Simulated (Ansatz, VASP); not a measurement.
LiNbO3 in VASP and in Ansatz

```
Li Nb O
1.0
     2.59491    1.49817    4.59749
    -2.59491    1.49817    4.59749
     0.00000   -2.99635    4.59749
Li Nb O
2 2 6
Direct
  0.28159 0.28159 0.28159
  0.78159 0.78159 0.78159
  0.00049 0.00049 0.00049
  0.50049 0.50049 0.50049
  0.11046 0.35803 0.72110
  0.72110 0.11046 0.35803
  0.35803 0.72110 0.11046
  0.22110 0.85803 0.61046
  0.85803 0.61046 0.22110
  0.61046 0.22110 0.85803
```

Alike in both runs: task single point; functional PBE; k mesh 6 × 6 × 6; occupations gaussian, width 0.05 eV; no spin polarisation.

|  | VASP | Ansatz |
| --- | --- | --- |
| version | VASP 6.6.1 | Ansatz 0.2.0 |
| potentials or method | VASP PAW PBE potentials, release 64 (Li_sv, Nb_sv, O), cutoff 520 eV | scalar-relativistic, plane waves, PAW |
| valence electrons in the cell | 68 | 68 |

Ansatz gave:

```
gap on the k mesh at the Fermi level (eV) : 3.64
least direct gap on the mesh (eV)         : 3.67
rms of the force components (eV/Å)        : 0.083
```

What did VASP give for the same quantities?

gap on the k mesh at the Fermi level (eV): 3.62; least direct gap on the mesh (eV): 3.66; rms of the force components (eV/Å): 0.088.

Atom by atom the forces differ by 0.012 eV/Å (rms over components).

Noted on VASP's run: the cutoff is short for stress, so the pressure is rough.
